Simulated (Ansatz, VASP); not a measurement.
**MgO: VASP beside Ansatz**

```
CELL_PARAMETERS angstrom
0.00000 2.19210 2.19210
2.19210 0.00000 2.19210
2.19210 2.19210 0.00000
ATOMIC_POSITIONS crystal
Mg 0.00000 0.00000 0.00000
O 0.50000 0.50000 0.50000
```

Alike in both runs: task single point; functional r2SCAN; k mesh 5 × 5 × 5; occupations fermi-dirac, width 0.02 eV; no spin polarisation.

|  | VASP | Ansatz |
| --- | --- | --- |
| version | VASP 6.6.1 | Ansatz 0.2.0 |
| potentials or method | VASP PAW PBE potentials, release 64 (Mg, O), cutoff 660 eV | PAW, plane waves, scalar-relativistic |
| valence electrons in the cell | 8 | 16 |

```tsv
	VASP	Ansatz	Ansatz less VASP
pressure (GPa)	-17.5	-16.2	+1.25
```

VASP's potentials were made for PBE, not for r2SCAN. With one functional, cell and mesh, what is left measures potentials, basis and numerics. VASP's potentials hold 8 valence electrons a cell and Ansatz's 16, so a difference there can come from the potentials and not from the codes.

The k mesh is coarse, so the values compare programs but aren't converged.
